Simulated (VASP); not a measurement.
Set up this calculation in VASP 6.6.1, as the native input.

```yaml
Task: single point
Functional: r2SCAN
Potentials_or_basis: VASP PAW PBE potentials, release 64 (Pb_d)
Cutoff: 520 eV
k_mesh: 18 × 18 × 18
Occupations: fermi-dirac, width 0.1 eV
Spin: no spin polarisation
Dipole_correction: no
Further_INCAR_settings: ALGO = Normal; EDIFF = 1e-07; NBANDS = 13
```

Crystal: Pb.

```
CELL_PARAMETERS angstrom
-1.97979 1.97979 1.97979
1.97979 -1.97979 1.97979
1.97979 1.97979 -1.97979
ATOMIC_POSITIONS crystal
Pb 0.00000 0.00000 0.00000
```

This isn't the form of Pb at room conditions, which is fcc.

One way to write it, as run:

POSCAR

```
Pb
1.0
   -1.9797938587      1.9797938587      1.9797938587
    1.9797938587     -1.9797938587      1.9797938587
    1.9797938587      1.9797938587     -1.9797938587
Pb
1
Direct
    0.0000000000      0.0000000000      0.0000000000
```

INCAR.step1

```
PREC     = Accurate       # precision mode
ENCUT    = 520            # plane-wave cutoff, eV
ISMEAR   = -1             # smearing method
SIGMA    = 0.1            # smearing width, eV
LREAL    = F              # projectors in reciprocal space
LASPH    = T              # aspherical terms in the spheres
NELM     = 80             # most SCF steps
NBANDS   = 13             # bands
GGA      = PE             # functional
ALGO     = Normal         # electronic algorithm
EDIFF    = 1E-4           # SCF threshold, eV
LWAVE    = T              # write WAVECAR
LCHARG   = F              # write CHGCAR
```

INCAR.step2

```
PREC     = Accurate       # precision mode
ENCUT    = 520            # plane-wave cutoff, eV
EDIFF    = 1E-7           # SCF threshold, eV
ISMEAR   = -1             # smearing method
SIGMA    = 0.1            # smearing width, eV
LREAL    = F              # projectors in reciprocal space
LASPH    = T              # aspherical terms in the spheres
NELM     = 80             # most SCF steps
ALGO     = Normal         # electronic algorithm
ISIF     = 2              # what is computed and relaxed
LWAVE    = F              # write WAVECAR
LCHARG   = T              # write CHGCAR
METAGGA  = R2SCAN         # meta-GGA
LMIXTAU  = T            
LELF     = T              # ELF
LVHAR    = T            
NBANDS   = 13             # bands
ISTART   = 1
```

KPOINTS

```
Automatic mesh
0
Gamma
  18 18 18
```

Potentials or basis: VASP PAW PBE potentials, release 64 (Pb_d).

Command:

```bash
$ cat potpaw_PBE.64/Pb_d/POTCAR > POTCAR
$ cp INCAR.step1 INCAR
$ mpirun -np 1 vasp_std > vasp.out
$ cp INCAR.step2 INCAR
$ mpirun -np 1 vasp_std > vasp.out
```

Results of the run:

```
Pressure               : 0.0 GPa
Band gap on the k mesh : zero (bands 7 and 8 overlap by 9.80 eV)
```

Caveat: the PAW data sets were made with another functional, which shifts forces and pressure a little; spin-orbit coupling is left out, which moves the levels of the heavy elements.

Wall time 9.5 min on 1 thread of Intel Xeon 8259CL (shared host), peak memory 0.22 GiB.
